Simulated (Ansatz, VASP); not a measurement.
# One calculation of MoW2, two programs

```xyz
3
Lattice="4.5032 0.0000 0.0000 -2.2516 3.8999 0.0000 0.0000 0.0000 2.7355" Properties=species:S:1:pos:R:3 pbc="T T T"
Mo    0.0000    0.0000    1.3677
W     0.0000    2.5999    2.2730
W     2.2516    1.3000    0.4624
```

Alike in both runs: task single point; functional PBE; k mesh 6 × 6 × 6; occupations gaussian, width 0.1 eV; collinear spin.

```csv
,VASP,Ansatz
version,VASP 6.6.1,Ansatz 0.2.0
potentials or method,"VASP PAW PBE potentials, release 64 (Mo_sv, W_sv), cutoff 520 eV","scalar-relativistic, plane waves, PAW"
valence electrons in the cell,42,42
```

VASP gave:

```
gap on the k mesh at the Fermi level (eV)                     : none
pressure (GPa)                                                : 0.6
traceless stress, the component that is largest in VASP (GPa) : -0.17
net moment per atom (μB)                                      : 0.00
```

Question: What did Ansatz give for the same quantities?

Answer: gap on the k mesh at the Fermi level (eV): none; pressure (GPa): 0.1; traceless stress, the component that is largest in VASP (GPa): -0.19; net moment per atom (μB): 0.00.

A gap of «none» marks a metal or a gap that the smearing closes. With one functional, cell and mesh, what is left measures potentials, basis and numerics. Ansatz's warnings: seeded moment not kept.

The k mesh is coarse, so the values compare programs but aren't converged. Neither program's run includes spin-orbit coupling.
